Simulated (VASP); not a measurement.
# AgSn2SeI3 (P-62m) in VASP: relaxation of cell and atoms with PBE

Aim: the relaxation of cell and atoms of AgSn2SeI3 with PBE.

Program: VASP 6.6.1. These are calculated values, not measurements. Logs are shortened: lines on timing, memory, paths and dates and some standing lists are left out, and cuts for length are marked.

## 1. The cell of the first run

Symmetry: P-62m, No. 189, hexagonal system. Conventional cell: a = 5.467 Å, b = 5.467 Å, c = 9.305 Å, α = 90.00°, β = 90.00°, γ = 120.00°. Ag (site symmetry -62m) has 3 I at 2.17 Å within 2.9 Å. Within 4.2 Å of Sn (site symmetry -6) lie 3 Sn at 3.16 Å and 3 Se at 3.16 Å. Se (site symmetry -62m) has 6 Sn at 3.16 Å within 4.2 Å. I (site symmetry m2m) has 1 Ag at 2.17 Å and 4 I at 2.90 Å within 3.0 Å.

The cell was built from a structure type or drawn by symmetry, and may not be a known phase.

## 2. Relaxation of cell and atoms, PBE

Input file INCAR:

```
SYSTEM = AgSn2SeI3
  PREC = Accurate
  ENCUT = 600
  EDIFF = 1E-6
  ISMEAR = 0
  SIGMA = 0.15
  LREAL = .False.
  LASPH = .True.
  NELM = 80
  ALGO = Normal
  ISIF = 3
  LWAVE = .False.
  LCHARG = .False.
  GGA = PE
  IBRION = 2
  NSW = 36
  EDIFFG = -0.08
```

Input file KPOINTS:

```
regular mesh
0
Gamma
  3 3 2
  0 0 0
```

Input file POSCAR:

```
AgSn2SeI3
1.0
    5.4673109600      0.0000000000      0.0000000000
   -2.7336554800      4.7348301800      0.0000000000
    0.0000000000      0.0000000000      9.3053500600
Ag Sn Se I
1 2 1 3
Direct
    0.0000000000      0.0000000000      0.5000000000
    0.3333333300      0.6666666700      0.0000000000
    0.6666666700      0.3333333300      0.0000000000
    0.0000000000      0.0000000000      0.0000000000
    0.6027295300      0.0000000000      0.5000000000
    0.0000000000      0.6027295300      0.5000000000
    0.3972704700      0.3972704700      0.5000000000
```

Potentials or basis: VASP PAW PBE potentials, release 64 (Ag, Sn_d, Se, I).

Started as:

```
cat potpaw_PBE.64/Ag/POTCAR potpaw_PBE.64/Sn_d/POTCAR potpaw_PBE.64/Se/POTCAR potpaw_PBE.64/I/POTCAR > POTCAR
mpirun -np 1 vasp_std > vasp.out
```

OUTCAR:

```text
SYSTEM = AgSn2SeI3
   PREC = Accurate
   ENCUT = 600
   EDIFF = 1E-6
   ISMEAR = 0
   LREAL = .False.
   LASPH = .True.
   NELM = 80
   ISIF = 3
   GGA = PE
   IBRION = 2
   NSW = 36
   EDIFFG = -0.08

 ion  position               nearest neighbor table
   1  0.000  0.000  0.500-   6 2.17   7 2.17   5 2.17   6 3.30   7 3.30   5 3.30
   2  0.333  0.667  0.000-   3 3.16   4 3.16   3 3.16   4 3.16   4 3.16   3 3.16
   3  0.667  0.333  0.000-   2 3.16   4 3.16   2 3.16   4 3.16   4 3.16   2 3.16
   4  0.000  0.000  0.000-   2 3.16   3 3.16   2 3.16   3 3.16   3 3.16   2 3.16
   5  0.603  0.000  0.500-   1 2.17   6 2.90   7 2.90   6 2.90   7 2.90   1 3.30
   6  0.000  0.603  0.500-   1 2.17   5 2.90   5 2.90   7 2.90   7 2.90   1 3.30
   7  0.397  0.397  0.500-   1 2.17   5 2.90   5 2.90   6 2.90   6 2.90   1 3.30

  LATTYP: Found a hexagonal cell.
 ALAT       =     5.4673109600
 C/A-ratio  =     1.7019975868

  Lattice vectors:

 A1 = (   5.4673109600,   0.0000000000,   0.0000000000)
 A2 = (  -2.7336554800,   4.7348301800,   0.0000000000)
 A3 = (   0.0000000000,   0.0000000000,   9.3053500600)

Analysis of symmetry for initial positions (statically):
=====================================================================
 Subroutine PRICEL returns:
 Original cell was already a primitive cell.

 Routine SETGRP: Setting up the symmetry group for a
 hexagonal supercell.

 Subroutine GETGRP returns: Found 12 space group operations
 (whereof 12 operations were pure point group operations)
 out of a pool of 24 trial point group operations.

The static configuration has the point symmetry D_3h.

Analysis of symmetry for dynamics (positions and initial velocities):
=====================================================================
 Subroutine PRICEL returns:
 Original cell was already a primitive cell.

 Routine SETGRP: Setting up the symmetry group for a
 hexagonal supercell.

 Subroutine GETGRP returns: Found 12 space group operations
 (whereof 12 operations were pure point group operations)
 out of a pool of 24 trial point group operations.

The dynamic configuration has the point symmetry D_3h.

 Subroutine INISYM returns: Found 12 space group operations
 (whereof 12 operations are pure point group operations),
 and found     1 'primitive' translations

----------------------------------------------------------------------------------------

                                     Primitive cell

  volume of cell :     240.8856

  direct lattice vectors                    reciprocal lattice vectors
     5.467310960  0.000000000  0.000000000     0.182905272  0.105600408  0.000000000
    -2.733655480  4.734830180  0.000000000     0.000000000  0.211200816  0.000000000
     0.000000000  0.000000000  9.305350060     0.000000000  0.000000000  0.107465060

  length of vectors
     5.467310960  5.467310958  9.305350060     0.211200816  0.211200816  0.107465060

  position of ions in fractional coordinates (direct lattice)
     0.000000000  0.000000000  0.500000000
     0.333333330  0.666666670  0.000000000
     0.666666670  0.333333330  0.000000000
     0.000000000  0.000000000  0.000000000
     0.602729530  0.000000000  0.500000000
     0.000000000  0.602729530  0.500000000
     0.397270470  0.397270470  0.500000000

  ion indices of the primitive-cell ions
   primitive index   ion index
                 1           1
                 2           2
                 3           3
                 4           4
                 5           5
                 6           6
                 7           7

----------------------------------------------------------------------------------------

 KPOINTS: regular mesh

Automatic generation of k-mesh.
 Grid dimensions read from file:
 generate k-points for:    3    3    2

 Generating k-lattice:

  Cartesian coordinates                     Fractional coordinates (reciprocal lattice)
     0.060968424  0.035200136  0.000000000     0.333333333 -0.000000000  0.000000000
     0.000000000  0.070400272  0.000000000     0.000000000  0.333333333  0.000000000
     0.000000000  0.000000000  0.053732530     0.000000000  0.000000000  0.500000000

  Length of vectors
     0.070400272  0.070400272  0.053732530

  Shift w.r.t. Gamma in fractional coordinates (k-lattice)
     0.000000000  0.000000000  0.000000000

 Subroutine IBZKPT returns following result:
 ===========================================

 Found      6 irreducible k-points:

 Following reciprocal coordinates:
            Coordinates               Weight
  0.000000  0.000000  0.000000      1.000000
  0.333333  0.000000  0.000000      6.000000
  0.333333  0.333333  0.000000      2.000000
  0.000000  0.000000  0.500000      1.000000
  0.333333  0.000000  0.500000      6.000000
  0.333333  0.333333  0.500000      2.000000
   k-points           NKPTS =      6   k-points in BZ     NKDIM =      6   number of bands    NBANDS=     39
   number of dos      NEDOS =    301   number of ions     NIONS =      7
   total plane-waves  NPLWV = 184320
   dimension x,y,z NGX =    48 NGY =   48 NGZ =   80
   dimension x,y,z NGXF=    96 NGYF=   96 NGZF=  160
   ions per type =               1   2   1   3
   NGX,Y,Z   is equivalent  to a cutoff of  14.60, 14.60, 14.29 a.u.
   NGXF,Y,Z  is equivalent  to a cutoff of  29.19, 29.19, 28.59 a.u.
 SYSTEM =  AgSn2SeI3
   PREC   = accura    normal or accurate (medium, high low for compatibility)
   ISTART =      0    job   : 0-new  1-cont  2-samecut
   ICHARG =      2    charge: 1-file 2-atom 10-const
   ISPIN  =      1    spin polarized calculation?
   LNONCOLLINEAR =      F non collinear calculations
   LSORBIT =      F    spin-orbit coupling
   LASPH  =      T    aspherical Exc in radial PAW
   ENCUT  =  600.0 eV  44.10 Ry    6.64 a.u.  10.92 10.92 18.59*2*pi/ulx,y,z
   NELM   =     80;   NELMIN=  2; NELMDL= -5     # of ELM steps
   EDIFF  = 0.1E-05   stopping-criterion for ELM
   LREAL  =      F    real-space projection
   EDIFFG = -.8E-01   stopping-criterion for IOM
   NSW    =     36    number of steps for IOM
   IBRION =      2    ionic relax: 0-MD 1-quasi-New 2-CG
   NFREE  =      1    steps in history (QN), initial steepest desc. (CG)
   ISIF   =      3    stress and relaxation
   ISYM   =      2    0-nonsym 1-usesym 2-fastsym
   POTIM  = 0.5000    time-step for ionic-motion
   TEBEG  =    0.0;   TEEND  =   0.0 temperature during run
   PSTRESS=    0.0 pullay stress
   NELECT =      66.0000    total number of electrons
   NUPDOWN=      -1.0000    fix difference up-down
   EMIN   =  10.00;   EMAX   =-10.00  energy-range for DOS
   EFERMI =   0.00;   METHOD = LEGACY
   ISMEAR =     0;   SIGMA  =   0.15  broadening in eV -4-tet -1-fermi 0-gaus
   EFERMI_NEDOS =   21; number of points for ismear=-14 and -15
   IALGO  =     38    algorithm
   IMIX   =      4    mixing-type and parameters
     AMIX     =   0.40;   BMIX     =  1.00
     AMIX_MAG =   1.60;   BMIX_MAG =  1.00
  volume/ion in A,a.u.               =      34.41       232.23
  Fermi-wavevector in a.u.,A,eV,Ry     =   1.063292  2.009330 15.382607  1.130590
  Thomas-Fermi vector in A             =   2.198772
   LORBIT       =      0    0 simple, 1 ext, 2 COOP (PROOUT), +10 PAW based schemes
   GGA     = PE    functional components
   LHFCALC =     F    Hartree Fock is set to
   AEXX    =    0.0000 exact exchange contribution
   IVDW    =     0    specifies the selected vdW correction
   LEPSILON=     F    determine dielectric tensor
   LRPA    =     F    only Hartree local field effects (RPA)
 conjugate gradient relaxation of ions
 non-spin polarized calculation
 Gauss-broadening in eV      SIGMA  =   0.15
  energy-cutoff  :      600.00
  volume of cell :      240.89
 maximum number of plane-waves:      8056
 NGX is ok and might be reduce to    48
   NGX = 21   NGY = 21   NGZ = 37

--------------------------------------- Ionic step        1  -------------------------------------------

 number of electron      65.9999998 magnetization

 Free energy of the ion-electron system (eV)
  ---------------------------------------------------
  ext. energy  EPLUGINS =         0.00000000
  ---------------------------------------------------
  free energy    TOTEN  =        -8.19046170 eV

  energy without entropy =       -8.10266265  energy(sigma->0) =       -8.14656217

------------------------ aborting loop because EDIFF is reached ----------------------------------------

  FORCE on cell =-STRESS in cart. coord.  units (eV):
  Direction    XX          YY          ZZ          XY          YZ          ZX
  --------------------------------------------------------------------------------------
  -------------------------------------------------------------------------------------
  Total       54.5861895     54.5861894     -0.7784585      0.0000000      0.0000000      0.0000000
  in kB      363.0633933    363.0633930     -5.1776791      0.0000000      0.0000000      0.0000000
  external PRESSURE =     240.3163691 kB  Pullay stress =       0.0000000 kB
[... 28 lines left out ...]
--------------------------------------- Ionic step        2  -------------------------------------------

 number of electron      65.9999993 magnetization

 E-fermi :  -0.1736     XC(G=0):  -6.2704

 val. band max:       -0.4965963762   @ k =   0.3333   0.3333   0.5000
 cond. band min:      -0.1025062199   @ k =   0.3333   0.0000   0.0000
 fundamental gap:      0.3940901562
 Fermi energy:        -0.1736035371

 k-point     1 :       0.0000    0.0000    0.0000
  band No.  band energies     occupation
      1     -22.9975      2.00000
      2     -22.9941      2.00000
      3     -22.9556      2.00000
      4     -22.9556      2.00000
      5     -22.9541      2.00000
      6     -22.9541      2.00000
[... 316 lines left out ...]
  FREE ENERGIE OF THE ION-ELECTRON SYSTEM (eV)
  ---------------------------------------------------
  free  energy   TOTEN  =       -15.2606393184 eV

  energy  without entropy=      -15.1782105947  energy(sigma->0) =      -15.21942496

 E-fermi :   5.7652     XC(G=0):  -9.3287

 val. band max:        5.7554211399   @ k =   0.3333   0.3333   0.5000
 cond. band min:       5.8148613393   @ k =   0.3333   0.0000   0.0000
 fundamental gap:      0.0594401994
 Fermi energy:         5.7652303333

 k-point     1 :       0.0000    0.0000    0.0000
  band No.  band energies     occupation
      1     -16.5997      2.00000
      2     -16.5896      2.00000
      3     -16.5896      2.00000
      4     -16.5891      2.00000
      5     -16.5835      2.00000
      6     -16.5835      2.00000
[... 241 lines left out ...]
     38       7.6096      0.00000
     39       7.6096      0.00000

[... ionic steps 4 to 23 ...]

--------------------------------------- Ionic step       24  -------------------------------------------

 number of electron      65.9999994 magnetization

------------------------ aborting loop because EDIFF is reached ----------------------------------------
[... 77 lines left out ...]
--------------------------------------- Ionic step       26  -------------------------------------------

 number of electron      65.9999983 magnetization

 Free energy of the ion-electron system (eV)
  ---------------------------------------------------
  ext. energy  EPLUGINS =         0.00000000
  ---------------------------------------------------
  free energy    TOTEN  =       -18.68256096 eV

  energy without entropy =      -18.64448176  energy(sigma->0) =      -18.66352136

 E-fermi :   5.1711     XC(G=0):  -9.0866

 val. band max:        5.0845568859   @ k =   0.3333   0.3333   0.5000
 cond. band min:       5.2759139454   @ k =   0.3333   0.0000   0.0000
 fundamental gap:      0.1913570595
 Fermi energy:         5.1710859028

 k-point     1 :       0.0000    0.0000    0.0000
  band No.  band energies     occupation
      1     -17.1762      2.00000
      2     -17.1693      2.00000
      3     -17.1688      2.00000
      4     -17.1688      2.00000
      5     -17.1646      2.00000
      6     -17.1646      2.00000
[... 275 lines left out ...]
  FREE ENERGIE OF THE ION-ELECTRON SYSTEM (eV)
  ---------------------------------------------------
  free  energy   TOTEN  =       -18.6825609612 eV

  energy  without entropy=      -18.6444817561  energy(sigma->0) =      -18.66352136

 reached required accuracy - stopping structural energy minimisation
```

Wall time 20 min (1 thread of Intel Xeon 6975P-C (Granite Rapids), shared host); peak memory 0.55 GiB.

What came out:

```
Free energy                           : -18.6826 eV
Relaxed volume                        : 32.65 Å³/atom
Relaxed cell                          : a = 7.165 Å, b = 7.165 Å, c = 5.142 Å, α = 90.00°, β = 90.00°, γ = 120.00°
Space group after relaxing (to 0.1 Å) : P-62m (No. 189)
Energy gained by relaxing             : 1498.9 meV/atom
Ionic steps                           : 26
Pressure after relaxing               : -0.1 GPa
Largest force after relaxing          : 0.059 eV/Å
Band gap on the k mesh                : zero (bands 33 and 34 overlap by 0.77 eV)
```

Forces in eV/Å, atoms in the order of the input:
```
Ag   0.000  0.000  0.000
Sn   0.000  0.000  0.000
Sn   0.000  0.000  0.000
Se   0.000  0.000  0.000
I   -0.059  0.000  0.000
I    0.029 -0.051  0.000
I    0.029  0.051  0.000
```

The path:
| step | energy change (eV) | largest force (eV/Å) | pressure (GPa) | volume (Å³) |
| --- | --- | --- | --- | --- |
| 1 | 0.0000 | 7.2676 | 24.03 | 240.89 |
| 2 | -3.3917 | 0.4845 | -3.50 | 453.77 |
| 3 | -7.0702 | 0.3201 | -1.20 | 324.48 |
| 4 | -7.1064 | 0.2745 | -0.83 | 320.21 |
| 5 | -7.1287 | 0.1816 | -0.13 | 313.29 |
| 6 | -7.1280 | 0.2046 | -0.30 | 314.83 |
| 7 | -7.1472 | 0.1783 | -0.39 | 312.71 |
| 8 | -7.2040 | 0.1025 | -0.64 | 306.26 |
| 9 | -7.3384 | 0.0049 | -0.99 | 292.92 |
| 10 | -7.8300 | 0.1651 | -1.15 | 264.38 |
| 11 | -9.7661 | 1.3017 | 6.52 | 199.72 |
| 12 | -9.0046 | 0.6220 | 0.35 | 230.01 |
| 13 | -9.7526 | 1.0611 | 3.36 | 210.67 |
| 14 | -9.8235 | 1.1856 | 4.78 | 205.03 |
| 15 | -9.8119 | 1.2443 | 5.57 | 202.48 |
| 16 | -9.9845 | 1.0198 | 4.43 | 206.18 |
| 17 | -10.3159 | 0.5057 | 1.60 | 217.49 |
| 18 | -10.3804 | 0.0120 | -1.89 | 241.17 |
| 19 | -10.4271 | 0.1048 | -0.97 | 232.77 |
| 20 | -10.4289 | 0.1424 | -0.69 | 230.71 |
| 21 | -10.4493 | 0.1336 | -0.53 | 229.83 |
| 22 | -10.4849 | 0.1158 | 0.04 | 227.13 |
| 23 | -10.4876 | 0.1126 | 0.29 | 226.08 |
| 24 | -10.4876 | 0.1128 | 0.28 | 226.18 |
| 25 | -10.4899 | 0.0940 | 0.17 | 226.95 |
| 26 | -10.4921 | 0.0590 | -0.05 | 228.57 |

Final structure:
```yaml
crystal:
  lattice:
    - [7.16461, 0.00000, 0.00000]
    - [-3.58231, 6.20474, 0.00000]
    - [0.00000, 0.00000, 5.14171]
  atoms:
    - { symbol: Ag, position: [0.00000, 0.00000, 0.50000] }
    - { symbol: Sn, position: [0.33333, 0.66667, 0.00000] }
    - { symbol: Sn, position: [0.66667, 0.33333, 0.00000] }
    - { symbol: Se, position: [0.00000, 0.00000, 0.00000] }
    - { symbol: I, position: [0.60397, 0.00000, 0.50000] }
    - { symbol: I, position: [0.00000, 0.60397, 0.50000] }
    - { symbol: I, position: [0.39603, 0.39603, 0.50000] }
```

Caveat: the k points lie up to 0.61 Å⁻¹ apart in the final cell, too coarse for converged energies and pressures of a metal; a cell axis changed by over 15 % at a fixed basis, so the end point is rough; spin-orbit coupling is left out, which moves the levels of the heavy elements; the relaxation stopped at a loose force limit of 0.08 eV/Å, so its end isn't a converged minimum.
